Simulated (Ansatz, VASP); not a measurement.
**C: VASP beside Ansatz**

File POSCAR:

```
C
1.0
    2.4662605086      0.0000000000      0.0000000000
   -1.2331302543      2.1358442528      0.0000000000
    0.0000000000      0.0000000000      8.1426243982
C
4
Direct
    0.0000000000      0.0000000000      0.2500000000
    0.0000000000      0.0000000000      0.7500000000
    0.3333333333      0.6666666667      0.2500000000
    0.6666666667      0.3333333333      0.7500000000
```

The input INCAR.step1:

```
PREC = Accurate
ENCUT = 520
EDIFF = 1E-5
ISMEAR = 0
SIGMA = 0.05
LREAL = False
LASPH = True
NELM = 60
ALGO = Normal
ISIF = 2
LWAVE = True
GGA = PE
NBANDS = 16
```

INCAR.step2

```
PREC = Accurate
ENCUT = 520
EDIFF = 1E-6
ISMEAR = 0
SIGMA = 0.05
LREAL = False
LASPH = True
NELM = 60
ALGO = Normal
ISIF = 2
LWAVE = False
LCHARG = True
GGA = PE
LHFCALC = True
HFSCREEN = 0.2079
PRECFOCK = Normal
LELF = True
LVHAR = True
ISTART = 1
NBANDS = 16
```

The input KPOINTS:

```
Automatic mesh
0
Gamma
  8 8 2
```

Input for Ansatz:

```yaml
crystal:
  lattice:
    - [2.4662605086, 0.0, 0.0]
    - [-1.2331302543, 2.1358442528, 0.0]
    - [0.0, 0.0, 8.1426243982]
  atoms:
    - { symbol: C, position: [0.0, 0.0, 0.25] }
    - { symbol: C, position: [0.0, 0.0, 0.75] }
    - { symbol: C, position: [0.3333333333, 0.6666666667, 0.25] }
    - { symbol: C, position: [0.6666666667, 0.3333333333, 0.75] }
basis:
  ecutwfc: 600
  ecutrho_ratio: 5
kpoints:
  mp_grid: { grid: [8, 8, 2] }
hamiltonian:
  xc: hse06
scf:
  occupations: { method: gaussian, width: 0.05 }
output:
  forces: true
  stress: true
  eigenvalues: true
```

Alike in both runs: task single point; functional HSE06; k mesh 8 × 8 × 2; occupations gaussian, width 0.05 eV; no spin polarisation.

```csv
,VASP,Ansatz
version,VASP 6.6.1,Ansatz 0.2.0
potentials or method,"VASP PAW PBE potentials, release 64 (C), cutoff 520 eV","scalar-relativistic, plane waves, PAW"
valence electrons in the cell,16,16
```

Ansatz gave:

```
gap on the k mesh at the Fermi level (eV)                     : 2.31
least direct gap on the mesh (eV)                             : 2.31
pressure (GPa)                                                : -4.8
traceless stress, the component that is largest in VASP (GPa) : 4.80
```

What did VASP give for the same quantities?

gap on the k mesh at the Fermi level (eV): 2.30; least direct gap on the mesh (eV): 2.31; pressure (GPa): -4.2; traceless stress, the component that is largest in VASP (GPa): 4.19.

The functional is the same, so the differences come from potentials, cutoffs and numerics. Ansatz's warnings: stress exchange threshold loose, stress scf threshold loose.
